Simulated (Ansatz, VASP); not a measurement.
One calculation of H, two programs

```
CELL_PARAMETERS angstrom
3.70974 -3.70974 0.00000
3.70974 3.70974 0.00000
-3.70974 0.00000 4.57113
ATOMIC_POSITIONS crystal
H 0.46781 0.43136 0.89663
H 0.21231 0.71964 0.43574
H 0.95022 0.99087 0.93634
H 0.71868 0.18546 0.40686
H 0.03287 0.03122 0.07840
H 0.78799 0.30976 0.58293
H 0.53910 0.54219 0.08043
H 0.29103 0.78951 0.58267
```

Change from the starting cell: all atoms moved at random (sigma 0.06 Å a component).

Alike in both runs: task single point; functional PBE; k mesh 6 × 6 × 6; occupations gaussian, width 0.05 eV; no spin polarisation.

```csv
,VASP,Ansatz
version,VASP 6.6.1,Ansatz 0.2.0
potentials or method,"VASP PAW PBE potentials, release 64 (H), cutoff 520 eV","scalar-relativistic, plane waves, PAW"
valence electrons in the cell,8,8
```

|  | VASP | Ansatz | Ansatz less VASP |
| --- | --- | --- | --- |
| gap on the k mesh at the Fermi level (eV) | 8.64 | 8.64 | -0.001 |
| least direct gap on the mesh (eV) | 9.04 | 9.04 | -0.001 |
| pressure (GPa) | 0.2 | 0.3 | +0.14 |
| traceless stress, the component that is largest in VASP (GPa) | -1.86 | -1.86 | -0.003 |
| rms of the force components (eV/Å) | 1.736 | 1.735 | -0.0010 |

Atom by atom the forces differ by 0.002 eV/Å (rms over components).
